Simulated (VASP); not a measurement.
Wanted: the native input for a VASP 6.6.1 run.

* Task: single point
* Functional: r2SCAN0
* Potentials or basis: VASP PAW PBE potentials, release 64 (Nb_sv, Si)
* Cutoff: 520 eV
* k mesh: 5 × 5 × 5
* Occupations: fermi-dirac, width 0.05 eV
* Spin: no spin polarisation
* Dipole correction: no
* Grid for exact exchange (PRECFOCK): Normal
* Further INCAR settings: ALGO = Normal; EDIFF = 1e-06; NBANDS = 16
* Share of exact exchange: 0.25

Crystal: NbSi.

```
Nb Si
1.0
     0.00000    2.57383    2.57383
     2.57383    0.00000    2.57383
     2.57383    2.57383    0.00000
Nb Si
1 1
Direct
  0.00000 0.00000 0.00000
  0.50000 0.50000 0.50000
```

One way to write it, as run:

POSCAR

```
NbSi
1.0
    0.0000000000      2.5738300000      2.5738300000
    2.5738300000      0.0000000000      2.5738300000
    2.5738300000      2.5738300000      0.0000000000
Nb Si
1 1
Direct
    0.0000000000      0.0000000000      0.0000000000
    0.5000000000      0.5000000000      0.5000000000
```

INCAR.step1

```
  PREC = Accurate
  ENCUT = 520
  EDIFF = 1E-5
  ISMEAR = -1
  SIGMA = 0.05
  LREAL = F
  LASPH = T
  NELM = 60
  ALGO = Normal
  ISIF = 2
  LWAVE = T
  LCHARG = F
  GGA = PE
  NBANDS = 16
```

INCAR.step2

```
  PREC = Accurate
  ENCUT = 520
  EDIFF = 1E-6
  ISMEAR = -1
  SIGMA = 0.05
  LREAL = F
  LASPH = T
  NELM = 60
  ALGO = Normal
  ISIF = 2
  LWAVE = F
  LCHARG = F
  METAGGA = R2SCAN
  LHFCALC = T
  AEXX = 0.25
  LMIXTAU = T
  PRECFOCK = Normal
  ISTART = 1
  NBANDS = 16
```

KPOINTS

```
regular mesh
0
Gamma
  5 5 5
```

Potentials or basis: VASP PAW PBE potentials, release 64 (Nb_sv, Si).

Run with:

```bash
$ cat potpaw_PBE.64/Nb_sv/POTCAR potpaw_PBE.64/Si/POTCAR > POTCAR
$ cp INCAR.step1 INCAR
$ mpirun -np 1 vasp_std > vasp.out
$ cp INCAR.step2 INCAR
$ mpirun -np 1 vasp_std > vasp.out
```

It gave:

* Pressure: -4.6 GPa
* Band gap on the k mesh: zero (an odd number of electrons rules out a gap without spin polarisation)

Caveat: the k points lie up to 0.42 Å⁻¹ apart, too coarse for converged energies and pressures of a metal; the PAW data sets were made with another functional, which shifts forces and pressure a little.

Wall time 14 min on 1 thread of Intel(R) Xeon(R) Platinum 8259CL CPU @ 2.50GHz (Skylake/Cascade Lake), with other jobs on the host, peak memory 0.18 GiB.
